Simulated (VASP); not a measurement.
# Ge (Fd-3m) in VASP: notebook, part 2 of 2

VASP 6.6.1. The steps go on from the part before.

## Step 3: Single point, LDA

The input, INCAR:

```
SYSTEM = Ge
ALGO = Normal
EDIFF = 1E-7
ENCUT = 520
ISIF = 2
ISMEAR = -1
LASPH = .True.
LCHARG = .False.
LREAL = .False.
LWAVE = .False.
NBANDS = 21
NELM = 60
PREC = Accurate
SIGMA = 0.1
```

The input, KPOINTS:

```
k-points
0
Gamma
  7 7 7
  0 0 0
```

The input, POSCAR:

```
Ge
1.0
    0.0000000000      2.8374270000      2.8374270000
    2.8374270000      0.0000000000      2.8374270000
    2.8374270000      2.8374270000      0.0000000000
Ge
2
Direct
    0.5000000000      0.5000000000      0.5000000000
    0.7500000000      0.7500000000      0.7500000000
```

Potentials or basis: VASP PAW LDA potentials, release 64 (Ge_d).

The run is started by

```
> cat potpaw_LDA.64/Ge_d/POTCAR > POTCAR
> mpirun -np 1 vasp_std > vasp.out
```

OUTCAR:

```text
SYSTEM = Ge
   EDIFF = 1E-7
   ENCUT = 520
   ISIF = 2
   ISMEAR = -1
   LASPH = .True.
   LREAL = .False.
   NELM = 60
   PREC = Accurate

 ion  position               nearest neighbor table
   1  0.500  0.500  0.500-   2 2.46   2 2.46   2 2.46   2 2.46
   2  0.750  0.750  0.750-   1 2.46   1 2.46   1 2.46   1 2.46

  LATTYP: Found a face centered cubic cell.
 ALAT       =     5.6748540000

  Lattice vectors:

 A1 = (   0.0000000000,   2.8374270000,   2.8374270000)
 A2 = (   2.8374270000,   0.0000000000,   2.8374270000)
 A3 = (   2.8374270000,   2.8374270000,   0.0000000000)

Analysis of symmetry for initial positions (statically):
[... 6 lines left out ...]

 Subroutine GETGRP returns: Found 48 space group operations
 (whereof 24 operations were pure point group operations)
 out of a pool of 48 trial point group operations.

The static configuration has the point symmetry T_d .
 The point group associated with its full space group is O_h .

Analysis of symmetry for dynamics (positions and initial velocities):
[... 6 lines left out ...]

 Subroutine GETGRP returns: Found 48 space group operations
 (whereof 24 operations were pure point group operations)
 out of a pool of 48 trial point group operations.

The dynamic configuration has the point symmetry T_d .
 The point group associated with its full space group is O_h .

 Subroutine INISYM returns: Found 48 space group operations
 (whereof 24 operations are pure point group operations),
 and found     1 'primitive' translations

----------------------------------------------------------------------------------------

                                     Primitive cell

  volume of cell :      45.6882

  direct lattice vectors                    reciprocal lattice vectors
     0.000000000  2.837427000  2.837427000    -0.176215987  0.176215987  0.176215987
     2.837427000  0.000000000  2.837427000     0.176215987 -0.176215987  0.176215987
     2.837427000  2.837427000  0.000000000     0.176215987  0.176215987 -0.176215987

  length of vectors
     4.012727746  4.012727746  4.012727746     0.305215043  0.305215043  0.305215043
[... 91 lines left out ...]
   ISMEAR =    -1;   SIGMA  =   0.10  broadening in eV -4-tet -1-fermi 0-gaus
   EFERMI_NEDOS =   21; number of points for ismear=-14 and -15
   IALGO  =     38    algorithm
   IMIX   =      4    mixing-type and parameters
     AMIX     =   0.40;   BMIX     =  1.00
     AMIX_MAG =   1.60;   BMIX_MAG =  1.00
  volume/ion in A,a.u.               =      22.84       154.16
  Fermi-wavevector in a.u.,A,eV,Ry     =   1.390570  2.627796 26.309375  1.933685
  Thomas-Fermi vector in A             =   2.514492
   LORBIT       =      0    0 simple, 1 ext, 2 COOP (PROOUT), +10 PAW based schemes
   GGA     = CA    functional components
   LHFCALC =     F    Hartree Fock is set to
   AEXX    =    0.0000 exact exchange contribution
   IVDW    =     0    specifies the selected vdW correction
   LEPSILON=     F    determine dielectric tensor
   LRPA    =     F    only Hartree local field effects (RPA)
 non-spin polarized calculation
  energy-cutoff  :      520.00
  volume of cell :       45.69
 maximum number of plane-waves:      1246
 NGX is ok and might be reduce to    30
   NGX = 15   NGY = 15   NGZ = 15

 number of electron      28.0000014 magnetization

 Free energy of the ion-electron system (eV)
  ---------------------------------------------------
  ext. energy  EPLUGINS =         0.00000000
  ---------------------------------------------------
  free energy    TOTEN  =       -10.36554342 eV

  energy without entropy =      -10.35976237  energy(sigma->0) =      -10.36265290

 E-fermi :   4.5802     XC(G=0): -10.2446

 val. band max:        4.4144238946   @ k =   0.0000   0.0000   0.0000
 cond. band min:       4.6390922874   @ k =   0.0000   0.0000   0.0000
 fundamental gap:      0.2246683928
 Fermi energy:         4.5801802455

 k-point     1 :       0.0000    0.0000    0.0000
  band No.  band energies     occupation
      1     -20.2863      2.00000
      2     -20.2863      2.00000
      3     -20.2863      2.00000
      4     -20.2503      2.00000
      5     -20.2503      2.00000
      6     -20.0445      2.00000
[... 469 lines left out ...]
     20      15.3064      0.00000
     21      17.4882      0.00000

------------------------ aborting loop because EDIFF is reached ----------------------------------------

  FORCE on cell =-STRESS in cart. coord.  units (eV):
  Direction    XX          YY          ZZ          XY          YZ          ZX
  --------------------------------------------------------------------------------------
  -------------------------------------------------------------------------------------
  Total       -0.4621061     -0.4621061     -0.4621061      0.0000000      0.0000000      0.0000000
  in kB      -16.2049701    -16.2049701    -16.2049701      0.0000000      0.0000000      0.0000000
  external PRESSURE =     -16.2049701 kB  Pullay stress =       0.0000000 kB

 VOLUME and BASIS-vectors are now :
 -----------------------------------------------------------------------------
  energy-cutoff  :      520.00
  volume of cell :       45.69
      direct lattice vectors                 reciprocal lattice vectors
     0.000000000  2.837427000  2.837427000    -0.176215987  0.176215987  0.176215987
     2.837427000  0.000000000  2.837427000     0.176215987 -0.176215987  0.176215987
     2.837427000  2.837427000  0.000000000     0.176215987  0.176215987 -0.176215987

 POSITION                                       TOTAL-FORCE (eV/Angst)
 -----------------------------------------------------------------------------------
      2.83743      2.83743      2.83743         0.000000      0.000000      0.000000
      4.25614      4.25614      4.25614        -0.000000     -0.000000     -0.000000
 -----------------------------------------------------------------------------------
    total drift:                                0.000000     -0.000000     -0.000000

  FREE ENERGIE OF THE ION-ELECTRON SYSTEM (eV)
  ---------------------------------------------------
  free  energy   TOTEN  =       -10.3655434221 eV

  energy  without entropy=      -10.3597623741  energy(sigma->0) =      -10.36265290
```

OSZICAR:

```text
N       E                     dE             d eps       ncg     rms          rms(c)
DAV:   1     0.196970149922E+03    0.19697E+03   -0.14581E+04   967   0.354E+03
DAV:   2     0.181127556266E+02   -0.17886E+03   -0.17284E+03   840   0.639E+02
DAV:   3    -0.955285660188E+01   -0.27666E+02   -0.27452E+02   935   0.146E+02
DAV:   4    -0.105220738670E+02   -0.96922E+00   -0.96864E+00   945   0.316E+01
DAV:   5    -0.105376026787E+02   -0.15529E-01   -0.15528E-01   950   0.443E+00    0.325E+00
DAV:   6    -0.104228107219E+02    0.11479E+00   -0.36007E-02   920   0.162E+00    0.186E+00
DAV:   7    -0.103648181771E+02    0.57993E-01   -0.71536E-02   888   0.197E+00    0.138E-01
DAV:   8    -0.103654975073E+02   -0.67933E-03   -0.55084E-03   945   0.830E-01    0.492E-02
DAV:   9    -0.103655467129E+02   -0.49206E-04   -0.81149E-05   963   0.876E-02    0.125E-02
DAV:  10    -0.103655434412E+02    0.32717E-05   -0.82647E-06  1122   0.402E-02    0.414E-03
DAV:  11    -0.103655434221E+02    0.19080E-07   -0.88614E-07   905   0.859E-03
   1 F= -.10365543E+02 E0= -.10362653E+02  d E =-.578105E-02
```

Run time: 12 s. Hardware: 1 thread of Intel Xeon Platinum 8559C (Emerald Rapids), shared host; peak memory 0.12 GiB.

What came out:

| Item | Value |
| --- | --- |
| Free energy | -10.3655 eV |
| Pressure | -1.6 GPa |
| Band gap on the k mesh | zero (filled and empty bands touch) |

## Step 4: Single point, PBE

The input, INCAR:

```
ALGO     = Normal         # electronic algorithm
EDIFF    = 1E-6           # SCF threshold, eV
ENCUT    = 520            # plane-wave cutoff, eV
GGA      = PE             # functional
ISIF     = 2              # what is computed and relaxed
ISMEAR   = -1             # smearing method
LASPH    = T              # aspherical terms in the spheres
LCHARG   = T              # write CHGCAR
LELF     = T              # ELF
LREAL    = F              # projectors in reciprocal space
LVHAR    = T            
LWAVE    = F              # write WAVECAR
NBANDS   = 21             # bands
NELM     = 80             # most SCF steps
PREC     = Accurate       # precision mode
SIGMA    = 0.1            # smearing width, eV
```

The input, KPOINTS:

```
k-points
0
Gamma
  7 7 7
```

POSCAR is that of step 3.

Potentials or basis: VASP PAW PBE potentials, release 64 (Ge_d).

The run is started by

```
> cat potpaw_PBE.64/Ge_d/POTCAR > POTCAR
> mpirun -np 1 vasp_std > vasp.out
```

It took 14 s on 1 thread of Intel Xeon Platinum 8559C (Emerald Rapids), shared host; peak memory 0.17 GiB.

It converged, with:

- Free energy: -8.9989 eV
- Pressure: 2.9 GPa
- Band gap on the k mesh: zero (filled and empty bands touch)

Levels at points of the mesh, in eV from the Fermi level:
```
           k point  band 11  band 12  band 13  band 14  band 15  band 16  band 17  band 18
(0.00, 0.00, 0.00)   -12.71    -0.06    -0.01    -0.01    -0.01     2.54     2.54     2.54
```

## Step 5: Single point, r2SCAN

POSCAR is that of step 4.

The input, INCAR.step1:

```
SYSTEM = Ge
PREC = Accurate ; ENCUT = 520
ISMEAR = -1 ; SIGMA = 0.1
LREAL = .FALSE. ; LASPH = .TRUE.
NELM = 60 ; NBANDS = 21
GGA = PE ; ALGO = Normal
EDIFF = 1E-4 ; LWAVE = .TRUE.
LCHARG = .FALSE.
```

The input, INCAR.step2:

```
SYSTEM = Ge
PREC = Accurate ; ENCUT = 520
EDIFF = 1E-7 ; ISMEAR = -1
SIGMA = 0.1 ; LREAL = .FALSE.
LASPH = .TRUE. ; NELM = 60
ALGO = Normal ; ISIF = 2
LWAVE = .FALSE. ; LCHARG = .FALSE.
METAGGA = R2SCAN ; LMIXTAU = .TRUE.
NBANDS = 21 ; ISTART = 1
```

The input, KPOINTS:

```
regular mesh
0
G
  7 7 7
  0 0 0
```

The run is started by

```
> cat potpaw_PBE.64/Ge_d/POTCAR > POTCAR
> cp INCAR.step1 INCAR
> mpirun -np 1 vasp_std > vasp.out
> cp INCAR.step2 INCAR
> mpirun -np 1 vasp_std > vasp.out
```

Run time: 60 s. Hardware: 1 thread of Intel Xeon Platinum 8559C (Emerald Rapids), shared host; peak memory 0.17 GiB.

The run converged. Its results:

```
Free energy            : -27.7273 eV
Pressure               : 0.0 GPa
Band gap on the k mesh : 0.32 eV, direct
```

Levels at points of the mesh, in eV from the valence-band top:
| k point | band 11 | band 12 | band 13 | band 14 | band 15 | band 16 | band 17 | band 18 |
| --- | --- | --- | --- | --- | --- | --- | --- | --- |
| (0.00, 0.00, 0.00) | -13.23 | 0.00 | 0.00 | 0.00 | 0.32 | 2.71 | 2.71 | 2.71 |

Caveat: the PAW data sets were made with another functional, which shifts forces and pressure a little. A k mesh can miss the band edges.

## Step 6: The runs side by side

| level | potentials or basis | gap on the mesh (eV) | pressure (GPa) |
| --- | --- | --- | --- |
| PBE | VASP PAW PBE potentials, release 64 (Ge_d) | none | 2.9 |
| LDA | VASP PAW LDA potentials, release 64 (Ge_d) | none | -1.6 |
| r2SCAN | VASP PAW PBE potentials, release 64 (Ge_d) | 0.32 | 0.0 |

Alike in all rows: task single point; no spin polarisation; cell as given; k mesh 7 × 7 × 7; cutoff (eV) 520; smearing fermi-dirac 0.1 eV.

Caveats: the PAW data sets were made with another functional, which shifts forces and pressure a little (some runs).

Total energies depend on the potentials used, so only differences within one code and one set of settings carry meaning.
